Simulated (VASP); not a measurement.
# InP (Fm-3m) in VASP: single point with r2SCAN

Aim: the single point of InP with r2SCAN.

Program: VASP 6.6.1. These are calculated values, not measurements. Logs are shortened: lines on timing, memory, paths and dates and some standing lists are left out, and cuts for length are marked.

## Step 1: The cell of the first run

The structure is cubic, space group Fm-3m (No. 225). The conventional cell has a = 5.674 Å, b = 5.674 Å, c = 5.674 Å, α = 90.00°, β = 90.00°, γ = 90.00°. Within 3.7 Å of P (site symmetry m-3m) lie 6 In at 2.84 Å. In (site symmetry m-3m) has 6 P at 2.84 Å within 3.7 Å.

## Step 2: Single point, r2SCAN

Contents of POSCAR:

```
InP
1.0
    0.0000000000      2.8367890000      2.8367890000
    2.8367890000      0.0000000000      2.8367890000
    2.8367890000      2.8367890000      0.0000000000
P In
1 1
Direct
    0.0000000000      0.0000000000      0.0000000000
    0.5000000000      0.5000000000      0.5000000000
```

Contents of INCAR.step1:

```
SYSTEM = InP
ALGO     = Normal         ! electronic algorithm
EDIFF    = 1E-5           ! SCF threshold, eV
ENCUT    = 550            ! plane-wave cutoff, eV
GGA      = PE             ! functional
GGA_COMPAT= .FALSE.      
ISMEAR   = 0              ! smearing method
LASPH    = .TRUE.         ! aspherical terms in the spheres
LCHARG   = .FALSE.        ! write CHGCAR
LREAL    = .FALSE.        ! projectors in reciprocal space
LWAVE    = .TRUE.         ! write WAVECAR
NBANDS   = 16             ! bands
NELM     = 120            ! most SCF steps
PREC     = Accurate       ! precision mode
SIGMA    = 0.0316         ! smearing width, eV
```

Contents of INCAR.step2:

```
SYSTEM = InP
ALGO     = Normal         ! electronic algorithm
EDIFF    = 1E-6           ! SCF threshold, eV
ENCUT    = 550            ! plane-wave cutoff, eV
GGA_COMPAT= .FALSE.      
ISIF     = 2              ! what is computed and relaxed
ISMEAR   = 0              ! smearing method
ISTART   = 1            
LASPH    = .TRUE.         ! aspherical terms in the spheres
LCHARG   = .FALSE.        ! write CHGCAR
LMIXTAU  = .TRUE.       
LREAL    = .FALSE.        ! projectors in reciprocal space
LWAVE    = .FALSE.        ! write WAVECAR
METAGGA  = R2SCAN         ! meta-GGA
NBANDS   = 16             ! bands
NELM     = 120            ! most SCF steps
PREC     = Accurate       ! precision mode
SIGMA    = 0.0316         ! smearing width, eV
```

Contents of KPOINTS:

```
k-points
0
G
  10 10 10
  0 0 0
```

Potentials or basis: VASP PAW PBE potentials, release 64 (P, In_d).

Run with:

```bash
$ cat potpaw_PBE.64/P/POTCAR potpaw_PBE.64/In_d/POTCAR > POTCAR
$ cp INCAR.step1 INCAR
$ mpirun -np 1 vasp_std > vasp.out
$ cp INCAR.step2 INCAR
$ mpirun -np 1 vasp_std > vasp.out
```

OUTCAR:

```text
SYSTEM = InP
   EDIFF = 1E-6
   ENCUT = 550
   ISIF = 2
   ISMEAR = 0
   ISTART = 1
   LASPH = .TRUE.
   LREAL = .FALSE.
   METAGGA = R2SCAN
   NELM = 120
   PREC = Accurate

 ion  position               nearest neighbor table
   1  0.000  0.000  0.000-   2 2.84   2 2.84   2 2.84   2 2.84   2 2.84   2 2.84
   2  0.500  0.500  0.500-   1 2.84   1 2.84   1 2.84   1 2.84   1 2.84   1 2.84

  LATTYP: Found a face centered cubic cell.
 ALAT       =     5.6735780000

  Lattice vectors:

 A1 = (   0.0000000000,   2.8367890000,   2.8367890000)
 A2 = (   2.8367890000,   0.0000000000,   2.8367890000)
 A3 = (   2.8367890000,   2.8367890000,   0.0000000000)

Analysis of symmetry for initial positions (statically):
=====================================================================
 Subroutine PRICEL returns:
 Original cell was already a primitive cell.

 Routine SETGRP: Setting up the symmetry group for a
 face centered cubic supercell.

 Subroutine GETGRP returns: Found 48 space group operations
 (whereof 48 operations were pure point group operations)
 out of a pool of 48 trial point group operations.

The static configuration has the point symmetry O_h .

Analysis of symmetry for dynamics (positions and initial velocities):
=====================================================================
 Subroutine PRICEL returns:
 Original cell was already a primitive cell.

 Routine SETGRP: Setting up the symmetry group for a
 face centered cubic supercell.

 Subroutine GETGRP returns: Found 48 space group operations
 (whereof 48 operations were pure point group operations)
 out of a pool of 48 trial point group operations.

The dynamic configuration has the point symmetry O_h .

 Subroutine INISYM returns: Found 48 space group operations
 (whereof 48 operations are pure point group operations),
 and found     1 'primitive' translations

----------------------------------------------------------------------------------------

                                     Primitive cell

  volume of cell :      45.6574

  direct lattice vectors                    reciprocal lattice vectors
     0.000000000  2.836789000  2.836789000    -0.176255619  0.176255619  0.176255619
     2.836789000  0.000000000  2.836789000     0.176255619 -0.176255619  0.176255619
     2.836789000  2.836789000  0.000000000     0.176255619  0.176255619 -0.176255619

  length of vectors
     4.011825477  4.011825477  4.011825477     0.305283687  0.305283687  0.305283687

  position of ions in fractional coordinates (direct lattice)
     0.000000000  0.000000000  0.000000000
     0.500000000  0.500000000  0.500000000

  ion indices of the primitive-cell ions
   primitive index   ion index
                 1           1
                 2           2

----------------------------------------------------------------------------------------

 KPOINTS: k-points

Automatic generation of k-mesh.
 Grid dimensions read from file:
 generate k-points for:   10   10   10

 Generating k-lattice:

  Cartesian coordinates                     Fractional coordinates (reciprocal lattice)
    -0.017625562  0.017625562  0.017625562     0.100000000  0.000000000  0.000000000
     0.017625562 -0.017625562  0.017625562     0.000000000  0.100000000  0.000000000
     0.017625562  0.017625562 -0.017625562     0.000000000  0.000000000  0.100000000

  Length of vectors
     0.030528369  0.030528369  0.030528369

  Shift w.r.t. Gamma in fractional coordinates (k-lattice)
     0.000000000  0.000000000  0.000000000

 Subroutine IBZKPT returns following result:
 ===========================================

 Found     47 irreducible k-points:

 Following reciprocal coordinates:
            Coordinates               Weight
  0.000000  0.000000  0.000000      1.000000
  0.100000  0.000000  0.000000      8.000000
  0.200000  0.000000  0.000000      8.000000
  0.300000  0.000000  0.000000      8.000000
  0.400000  0.000000  0.000000      8.000000
  0.500000  0.000000  0.000000      4.000000
[... 16 lines left out ...]
  0.300000  0.300000  0.000000      6.000000
  0.400000  0.300000  0.000000     24.000000
 [... further k-points ...]
   k-points           NKPTS =     47   k-points in BZ     NKDIM =     47   number of bands    NBANDS=     16
   number of dos      NEDOS =    301   number of ions     NIONS =      2
   total plane-waves  NPLWV =  32768
   dimension x,y,z NGX =    32 NGY =   32 NGZ =   32
   dimension x,y,z NGXF=    64 NGYF=   64 NGZF=   64
   ions per type =               1   1
   NGX,Y,Z   is equivalent  to a cutoff of  13.26, 13.26, 13.26 a.u.
   NGXF,Y,Z  is equivalent  to a cutoff of  26.52, 26.52, 26.52 a.u.
 SYSTEM =  InP
   PREC   = accura    normal or accurate (medium, high low for compatibility)
   ISTART =      1    job   : 0-new  1-cont  2-samecut
   ICHARG =      0    charge: 1-file 2-atom 10-const
   ISPIN  =      1    spin polarized calculation?
   LNONCOLLINEAR =      F non collinear calculations
   LSORBIT =      F    spin-orbit coupling
   LASPH  =      T    aspherical Exc in radial PAW
   ENCUT  =  550.0 eV  40.42 Ry    6.36 a.u.   7.67  7.67  7.67*2*pi/ulx,y,z
   NELM   =    120;   NELMIN=  2; NELMDL=  0     # of ELM steps
   EDIFF  = 0.1E-05   stopping-criterion for ELM
   LREAL  =      F    real-space projection
   EDIFFG = 0.1E-04   stopping-criterion for IOM
   NSW    =      0    number of steps for IOM
   IBRION =     -1    ionic relax: 0-MD 1-quasi-New 2-CG
   NFREE  =      0    steps in history (QN), initial steepest desc. (CG)
   ISIF   =      2    stress and relaxation
   ISYM   =      2    0-nonsym 1-usesym 2-fastsym
   POTIM  = 0.5000    time-step for ionic-motion
   TEBEG  =    0.0;   TEEND  =   0.0 temperature during run
   PSTRESS=    0.0 pullay stress
   NELECT =      18.0000    total number of electrons
   NUPDOWN=      -1.0000    fix difference up-down
   EMIN   =  10.00;   EMAX   =-10.00  energy-range for DOS
   EFERMI =   0.00;   METHOD = LEGACY
   ISMEAR =     0;   SIGMA  =   0.03  broadening in eV -4-tet -1-fermi 0-gaus
   EFERMI_NEDOS =   21; number of points for ismear=-14 and -15
   IALGO  =     38    algorithm
   IMIX   =      4    mixing-type and parameters
     AMIX     =   0.40;   BMIX     =  1.00
     AMIX_MAG =   1.60;   BMIX_MAG =  1.00
  volume/ion in A,a.u.               =      22.83       154.06
  Fermi-wavevector in a.u.,A,eV,Ry     =   1.200407  2.268441 19.605692  1.440978
  Thomas-Fermi vector in A             =   2.336244
   LORBIT       =      0    0 simple, 1 ext, 2 COOP (PROOUT), +10 PAW based schemes
   METAGGA = R2SCAN    functional components
   LHFCALC =     F    Hartree Fock is set to
   AEXX    =    0.0000 exact exchange contribution
   IVDW    =     0    specifies the selected vdW correction
   LEPSILON=     F    determine dielectric tensor
   LRPA    =     F    only Hartree local field effects (RPA)
 non-spin polarized calculation
 Gauss-broadening in eV      SIGMA  =   0.03
  energy-cutoff  :      550.00
  volume of cell :       45.66
 maximum number of plane-waves:      1363
   NGX = 15   NGY = 15   NGZ = 15

 number of electron      18.0000006 magnetization

 Free energy of the ion-electron system (eV)
  ---------------------------------------------------
  ext. energy  EPLUGINS =         0.00000000
  ---------------------------------------------------
  free energy    TOTEN  =       -31.65127588 eV

  energy without entropy =      -31.65061005  energy(sigma->0) =      -31.65094297

 E-fermi :   6.0597     XC(G=0): -10.6520

 val. band max:        6.0522873352   @ k =   0.3000   0.3000   0.0000
 cond. band min:       6.0597582737   @ k =  -0.1000   0.1000   0.0000
 fundamental gap:      0.0074709385
 Fermi energy:         6.0597108092

 k-point     1 :       0.0000    0.0000    0.0000
  band No.  band energies     occupation
      1      -8.6408      2.00000
      2      -8.6408      2.00000
      3      -8.6112      2.00000
      4      -8.6112      2.00000
      5      -8.6112      2.00000
      6      -5.9372      2.00000
[... 8 lines left out ...]
     15      14.6660      0.00000
     16      14.6660      0.00000

 k-point     2 :       0.1000    0.0000    0.0000
  band No.  band energies     occupation
      1      -8.6445      2.00000
      2      -8.6445      2.00000
      3      -8.6111      2.00000
      4      -8.6064      2.00000
      5      -8.6064      2.00000
      6      -5.8190      2.00000
[... 8 lines left out ...]
     15      14.1335      0.00000
     16      14.7194      0.00000

 k-point     3 :       0.2000    0.0000    0.0000
  band No.  band energies     occupation
      1      -8.6564      2.00000
      2      -8.6564      2.00000
      3      -8.6115      2.00000
      4      -8.5913      2.00000
      5      -8.5913      2.00000
      6      -5.4737      2.00000
[... 8 lines left out ...]
     15      14.6856      0.00000
     16      14.6967      0.00000

 k-point     4 :       0.3000    0.0000    0.0000
  band No.  band energies     occupation
      1      -8.6724      2.00000
      2      -8.6724      2.00000
      3      -8.6130      2.00000
      4      -8.5713      2.00000
      5      -8.5713      2.00000
      6      -4.9422      2.00000
[... 8 lines left out ...]
     15      15.7185      0.00000
     16      15.7185      0.00000
[... 324 lines left out ...]
 k-point    22 :      -0.2000    0.2000    0.0000
  band No.  band energies     occupation
      1      -8.6864      2.00000
      2      -8.6749      2.00000
      3      -8.6053      2.00000
      4      -8.5780      2.00000
      5      -8.5711      2.00000
      6      -4.7315      2.00000
[... 8 lines left out ...]
     15      16.7891      0.00000
     16      18.0687      0.00000

 k-point    23 :       0.3000    0.3000    0.0000
  band No.  band energies     occupation
      1      -8.7888      2.00000
      2      -8.6374      2.00000
      3      -8.6163      2.00000
      4      -8.5549      2.00000
      5      -8.5549      2.00000
      6      -4.4943      2.00000
[... 8 lines left out ...]
     15      17.3977      0.00000
     16      19.1540      0.00000

 k-point    24 :       0.4000    0.3000    0.0000
  band No.  band energies     occupation
      1      -8.8223      2.00000
      2      -8.6381      2.00000
      3      -8.6185      2.00000
      4      -8.5459      2.00000
      5      -8.5412      2.00000
      6      -3.9867      2.00000
[... 8 lines left out ...]
     15      18.3063      0.00000
     16      19.6282      0.00000

 [... further k-points ...]
[... 5 lines left out ...]
  --------------------------------------------------------------------------------------
  -------------------------------------------------------------------------------------
  Total       -1.8207173     -1.8207173     -1.8207173      0.0000000      0.0000000      0.0000000
  in kB      -63.8913410    -63.8913410    -63.8913410      0.0000000      0.0000000      0.0000000
  external PRESSURE =     -63.8913410 kB  Pullay stress =       0.0000000 kB

 VOLUME and BASIS-vectors are now :
 -----------------------------------------------------------------------------
  energy-cutoff  :      550.00
  volume of cell :       45.66
      direct lattice vectors                 reciprocal lattice vectors
     0.000000000  2.836789000  2.836789000    -0.176255619  0.176255619  0.176255619
     2.836789000  0.000000000  2.836789000     0.176255619 -0.176255619  0.176255619
     2.836789000  2.836789000  0.000000000     0.176255619  0.176255619 -0.176255619

 POSITION                                       TOTAL-FORCE (eV/Angst)
 -----------------------------------------------------------------------------------
      0.00000      0.00000      0.00000        -0.000000     -0.000000     -0.000000
      2.83679      2.83679      2.83679         0.000000      0.000000      0.000000
 -----------------------------------------------------------------------------------
    total drift:                               -0.000000     -0.000000      0.000000

  FREE ENERGIE OF THE ION-ELECTRON SYSTEM (eV)
  ---------------------------------------------------
  free  energy   TOTEN  =       -31.6512758848 eV

  energy  without entropy=      -31.6506100543  energy(sigma->0) =      -31.65094297
```

Wall time 1.8 min (1 thread of Intel Xeon 8259CL, shared host); peak memory 0.21 GiB.

What came out:

```
Free energy            : -31.6513 eV
Pressure               : -6.4 GPa
Band gap on the k mesh : zero (band 9 reaches 6.30 eV, above the bottom of band 10 at 3.85 eV)
```

Levels at points of the mesh, in eV from the Fermi level:
```csv
k point,band 7,band 8,band 9,band 10,band 11,band 12
"(0.00, 0.00, 0.00)",-0.28,-0.28,-0.28,0.40,7.51,7.51
"(0.50, 0.00, 0.00)",-6.42,0.10,0.10,2.87,3.70,3.70
"(0.50, 0.50, 0.00)",-4.66,-2.43,-2.21,-2.21,4.34,9.97
```

Caveat: the PAW data sets were made with another functional, which shifts forces and pressure a little; spin-orbit coupling is left out, which moves the levels of the heavy elements.
